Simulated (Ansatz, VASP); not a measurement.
# O: VASP beside Ansatz

```
CELL_PARAMETERS angstrom
9.00000 0.00000 0.00000
0.00000 9.50000 0.00000
0.00000 0.00000 10.00000
ATOMIC_POSITIONS crystal
O 0.50000 0.50000 0.44002
O 0.50000 0.50000 0.55998
```

Alike in both runs: functional LDA; k mesh 1 × 1 × 1; occupations fermi-dirac, width 0.05 eV; collinear spin.

Ansatz relaxed the structure, and its values are those at the end. VASP's run is a single point on that final structure, the one shown.

```csv
,VASP,Ansatz
version,VASP 6.6.1,Ansatz 0.2.0
potentials or method,"VASP PAW LDA potentials, release 64 (O_h), cutoff 1000 eV","plane waves, PAW"
valence electrons in the cell,12,12
```

|  | VASP | Ansatz | Ansatz less VASP |
| --- | --- | --- | --- |
| rms of the force components (eV/Å) | 0.271 | 0.002 | -0.2681 |
| net moment per atom (μB) | 1.00 | 1.00 | 0.000 |
| size of the moment on the site where the two differ most (μB) | 0.62 | 0.55 | -0.074 |

LDA's correlation is that of Perdew and Zunger in VASP and of Perdew and Wang (1992) in Ansatz. Site moments also hang on the region over which each program counts them. One of these differences is far larger than is usual between the two programs; its cause wasn't traced. Ansatz's warnings: end state compared, stress scf threshold loose.
